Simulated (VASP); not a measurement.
A run of VASP 6.6.1 is set up as follows.

INCAR

```
SYSTEM = Er
ALGO     = Normal         ! electronic algorithm
EDIFF    = 1E-7           ! SCF threshold, eV
ENCUT    = 520            ! plane-wave cutoff, eV
GGA      = PE             ! functional
ISIF     = 2              ! what is computed and relaxed
ISMEAR   = 0              ! smearing method
ISPIN    = 2              ! spin polarisation
LASPH    = .True.         ! aspherical terms in the spheres
LCHARG   = .False.        ! write CHGCAR
LMAXMIX  = 6              ! l up to which the mixer works
LORBIT   = 11             ! projections on sites
LREAL    = .False.        ! projectors in reciprocal space
LWAVE    = .False.        ! write WAVECAR
MAGMOM   = 3              ! initial moments
NBANDS   = 21             ! bands
NELM     = 150            ! most SCF steps
PREC     = Accurate       ! precision mode
SIGMA    = 0.05           ! smearing width, eV
```

File KPOINTS:

```
k-points
0
Gamma
  14 14 14
  0 0 0
```

File POSCAR:

```
Er
1.0
    0.0000000000      2.4845068499      2.4845068499
    2.4845068499      0.0000000000      2.4845068499
    2.4845068499      2.4845068499      0.0000000000
Er
1
Direct
    0.0000000000      0.0000000000      0.0000000000
```

Potentials or basis: VASP PAW PBE potentials, release 64 (Er).

Run with:

```bash
$ cat potpaw_PBE.64/Er/POTCAR > POTCAR
$ mpirun -np 1 vasp_std > vasp.out
```

Q: What does it give for the pressure?

A: 2.3 GPa.

Q: What does it give for the net moment?

A: 2.26 μB per cell.

Caveat: the magnetic or orbital state may not be the lowest. The state reached can hang on the start; a lower one may exist.
